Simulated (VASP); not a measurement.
Input of a VASP 6.6.1 run:

The input INCAR:

```
SYSTEM = Al
PREC = Accurate
ENCUT = 520
EDIFF = 1E-6
ISMEAR = 0
SIGMA = 0.1
LREAL = .False.
LASPH = .True.
NELM = 60
ALGO = Fast
ISIF = 2
LWAVE = .False.
LCHARG = .False.
GGA = PS
IVDW = 12
NBANDS = 14
```

Contents of KPOINTS:

```
regular mesh
0
Gamma
  24 24 6
  0 0 0
```

The input POSCAR:

```
Al
1.0
    2.7450959066      0.0000000000      0.0000000000
   -1.3725479533      2.3773227910      0.0000000000
    0.0000000000      0.0000000000      9.3008362538
Al
4
Direct
    0.0000000000      0.0000000000      0.0000000000
    0.3333333333      0.6666666667      0.2500000000
    0.0000000000      0.0000000000      0.5000000000
    0.6666666667      0.3333333333      0.7500000000
```

Potentials or basis: VASP PAW PBE potentials, release 64 (Al).

Launch:

```console
$ cat potpaw_PBE.64/Al/POTCAR > POTCAR
$ mpirun -np 1 vasp_std > vasp.out
```

**Question.** Predict the band gap on the k mesh.

**Answer.** Zero (bands 6 and 7 overlap by 5.15 eV).

**Question.** What does it give for the pressure?

**Answer.** 3.0 GPa.

**Question.** Predict the dispersion energy per atom.

**Answer.** -0.346 eV.

Stress tensor (GPa, compression positive):
```
4.46 0.00 0.00
0.00 4.46 0.00
0.00 0.00 0.07
```

Caveat: the cell differs from its parent crystal (biaxial strain in the a-b plane: -2.0 %, then relaxed in part); the PAW data sets were made with another functional, which shifts forces and pressure a little.
